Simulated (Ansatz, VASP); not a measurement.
## One calculation of BaS, two programs

```xyz
2
Lattice="-0.0958 3.1458 3.1458 3.1458 -0.0958 3.1458 3.1458 3.1458 -0.0958" Properties=species:S:1:pos:R:3 pbc="T T T"
Ba    0.0000    0.0000    0.0000
S     3.0979    3.0979    3.0979
```

Change from the starting cell: equal xy, yz and zx shear strains of -3 %, crystal datasets.

Alike in both runs: task electric field gradients; functional PBEsol; k mesh 8 × 8 × 8; occupations fermi-dirac, width 0.02 eV; no spin polarisation.

```csv
,VASP,Ansatz
version,VASP 6.6.1,Ansatz 0.2.0
potentials or method,"VASP PAW PBE potentials, release 64 (Ba_sv, S), cutoff 520 eV","all-electron PAW with datasets made for the crystal, scalar-relativistic"
```

```csv
,VASP,Ansatz,Ansatz less VASP
gap on the k mesh at the Fermi level (eV),1.91,2.00,+0.099
pressure (GPa),-0.6,-1.2,-0.62
"traceless stress, the component that is largest in VASP (GPa)",0.52,0.52,+0.001
size of Vzz on the site where it differs most (V/Å²),20.3,20.3,+0.06
```

VASP's potentials were made for PBE, not for PBEsol. Ansatz ran all-electron here, and VASP with PAW potentials.

Spin-orbit coupling is off throughout.
